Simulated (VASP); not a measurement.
Wanted: the native input for a VASP 6.6.1 run.

```
Task                   : electric field gradients
Functional             : PBEsol
Potentials or basis    : VASP PAW PBE potentials, release 64 (Hg)
Cutoff                 : 520 eV
k mesh                 : 8 × 8 × 9
Occupations            : fermi-dirac, width 0.05 eV
Spin                   : no spin polarisation
Dipole correction      : no
Further INCAR settings : ALGO = Normal; EDIFF = 1e-08; NBANDS = 25
```

The structure of Hg lies in POSCAR:

```
Hg
1.0
    4.4492019804      0.0000000000      0.0000000000
   -2.2246009902      3.8531219415      0.0000000000
    0.0000000000      0.0000000000      3.8700000000
Hg
3
Direct
    0.3333333333      0.6666666667      0.5000000000
    0.0000000000      0.0000000000      0.0000000000
    0.6666666667      0.3333333333      0.5000000000
```

This cell differs from its parent crystal: equal xx and yy strain of -2 %.

One way to write it, as run:

INCAR

```
SYSTEM = Hg
PREC = Accurate
ENCUT = 520
EDIFF = 1E-8
ISMEAR = -1
SIGMA = 0.05
LREAL = .FALSE.
LASPH = .TRUE.
NELM = 60
ALGO = Normal
ISIF = 2
LWAVE = .FALSE.
LCHARG = .FALSE.
GGA = PS
LEFG = .TRUE.
NBANDS = 25
```

KPOINTS

```
regular mesh
0
G
  8 8 9
  0 0 0
```

Potentials or basis: VASP PAW PBE potentials, release 64 (Hg).

The run is started by

```bash
$ cat potpaw_PBE.64/Hg/POTCAR > POTCAR
$ mpirun -np 1 vasp_std > vasp.out
```

It gave:

| Item | Value |
| --- | --- |
| Pressure | 13.5 GPa |
| Band gap on the k mesh | zero (band 18 reaches 7.69 eV, above the bottom of band 19 at 2.18 eV) |

Caveat: the cell differs from its parent crystal (equal xx and yy strain of -2 %); without QUAD_EFG the Cq values of the log hold for a quadrupole moment of 1 mb, not for the nuclei; the PAW data sets were made with another functional, which shifts forces and pressure a little; spin-orbit coupling is left out, which moves the levels of the heavy elements.

Run time: 41 s on 1 thread of Intel(R) Xeon(R) Platinum 8488C (Sapphire Rapids), on a shared host, peak memory 0.22 GiB.
